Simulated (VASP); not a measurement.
## Pt3Cl: single point with PBE

The system is Pt3Cl, a slab with vacuum.

```xyz
4
Lattice="2.8072 0.0000 0.0000 0.0000 2.8072 0.0000 0.0000 0.0000 19.3514" Properties=species:S:1:pos:R:3 pbc="T T T"
Pt    1.4036    1.4036    4.0000
Pt    0.0000    0.0000    5.9264
Pt    2.4952    1.4036    8.1142
Cl    2.3393    2.8072   10.1091
```

```
Program             : VASP 6.6.1
Task                : single point
Functional          : PBE
Potentials or basis : VASP PAW PBE potentials, release 64 (Pt, Cl)
Cutoff              : 400 eV
k mesh              : 9 × 9 × 1
Occupations         : gaussian, width 0.1 eV
Spin                : no spin polarisation
```

```yaml
Largest_force: 0.351 eV/Å
Band_gap_on_the_k_mesh: zero (an odd number of electrons rules out a gap without spin polarisation)
```

Forces in eV/Å, atoms in the order of the input:
```
Pt  -0.088  0.000 -0.304
Pt  -0.021  0.000  0.350
Pt   0.001  0.000 -0.017
Cl   0.109  0.000 -0.028
```

Levels at points of the mesh, in eV from the Fermi level:
| k point | band 16 | band 17 | band 18 | band 19 | band 20 | band 21 | band 22 | band 23 |
| --- | --- | --- | --- | --- | --- | --- | --- | --- |
| (0.00, 0.00, 0.00) | -0.60 | -0.49 | -0.38 | 0.10 | 0.18 | 0.67 | 1.05 | 4.46 |

Run time: 65 s on 1 thread of AMD EPYC 9R45 96-Core Processor (Zen 5) (shared host), peak memory 0.19 GiB.

Caveat: spin-orbit coupling is left out, which moves the levels of the heavy elements; an odd number of electrons without spin polarisation forces a metal; a magnetic or distorted state may lie lower.
